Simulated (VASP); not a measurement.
Input of a VASP 6.6.1 run:

The input INCAR:

```
SYSTEM = Pd
PREC     = Accurate       ! precision mode
ENCUT    = 520            ! plane-wave cutoff, eV
EDIFF    = 1E-6           ! SCF threshold, eV
ISMEAR   = 0              ! smearing method
SIGMA    = 0.15           ! smearing width, eV
LREAL    = .False.        ! projectors in reciprocal space
LASPH    = .True.         ! aspherical terms in the spheres
NELM     = 100            ! most SCF steps
ALGO     = Fast           ! electronic algorithm
ISIF     = 2              ! what is computed and relaxed
LWAVE    = .False.        ! write WAVECAR
LCHARG   = .True.         ! write CHGCAR
GGA      = PE             ! functional
LELF     = .True.         ! ELF
LVHAR    = .True.       
NBANDS   = 11             ! bands
```

The input KPOINTS:

```
Automatic mesh
0
Gamma
  8 8 8
  0 0 0
```

The input POSCAR:

```
Pd
1.0
    0.0000000000      1.8476550000      1.9935225000
    1.8476550000      0.0000000000      1.9935225000
    1.8476550000      1.8476550000      0.0000000000
Pd
1
Direct
    0.0000000000      0.0000000000      0.0000000000
```

Potentials or basis: VASP PAW PBE potentials, release 64 (Pd).

Run with:

```console
$ cat potpaw_PBE.64/Pd/POTCAR > POTCAR
$ mpirun -np 1 vasp_std > vasp.out
```

(1) Predict the band gap on the k mesh.

(2) Estimate the pressure.

Answers

(1) zero (band 5 reaches 11.91 eV, above the bottom of band 6 at 9.98 eV).

(2) 28.5 GPa.

Caveat: the cell differs from its parent crystal (strain -0.050 along x and y, +0.025 along z).
